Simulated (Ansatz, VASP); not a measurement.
One calculation of SnTe, two programs

Contents of INCAR:

```
PREC     = Accurate       # precision mode
ENCUT    = 500            # plane-wave cutoff, eV
EDIFF    = 1E-6           # SCF threshold, eV
ISMEAR   = 0              # smearing method
SIGMA    = 0.1            # smearing width, eV
LREAL    = F              # projectors in reciprocal space
LASPH    = T              # aspherical terms in the spheres
NELM     = 120            # most SCF steps
ALGO     = Normal         # electronic algorithm
ISIF     = 2              # what is computed and relaxed
LWAVE    = F              # write WAVECAR
LCHARG   = T              # write CHGCAR
GGA      = PS             # functional
LELF     = T              # ELF
LVHAR    = T            
NBANDS   = 17             # bands
GGA_COMPAT= F
```

File KPOINTS:

```
regular mesh
0
Gamma
  6 6 6
```

File POSCAR:

```
SnTe
1.0
    0.0000000000      3.1139882984      3.1139882984
    3.1139882984      0.0000000000      3.1139882984
    3.1139882984      3.1139882984      0.0000000000
Sn Te
1 1
Direct
    0.0000000000      0.0000000000      0.0000000000
    0.5000000000      0.5000000000      0.5000000000
```

Input for Ansatz:

```yaml
crystal:
  lattice:
    - [0.0, 3.1139882984, 3.1139882984]
    - [3.1139882984, 0.0, 3.1139882984]
    - [3.1139882984, 3.1139882984, 0.0]
  atoms:
    - { symbol: Sn, position: [0.0, 0.0, 0.0] }
    - { symbol: Te, position: [0.5, 0.5, 0.5] }
basis:
  ecutwfc: 420
kpoints:
  mp_grid: { grid: [6, 6, 6] }
hamiltonian:
  xc: pbesol
scf:
  occupations: { method: gaussian, width: 0.1 }
output:
  forces: true
  stress: true
  eigenvalues: true
```

Alike in both runs: task single point; functional PBEsol; k mesh 6 × 6 × 6; occupations gaussian, width 0.1 eV; no spin polarisation.

|  | VASP | Ansatz |
| --- | --- | --- |
| version | VASP 6.6.1 | Ansatz 0.2.0 |
| potentials or method | VASP PAW PBE potentials, release 64 (Sn_d, Te), cutoff 500 eV | scalar-relativistic, plane waves, PAW |
| valence electrons in the cell | 20 | 30 |

```csv
,VASP,Ansatz,Ansatz less VASP
gap on the k mesh at the Fermi level (eV),0.25,0.25,-0.001
least direct gap on the mesh (eV),0.25,0.25,-0.001
pressure (GPa),1.5,1.4,-0.01
```

VASP's potentials were made for PBE, not for PBEsol. VASP's potentials hold 20 valence electrons a cell and Ansatz's 30, so a difference there can come from the potentials and not from the codes.

Neither program's run includes spin-orbit coupling.
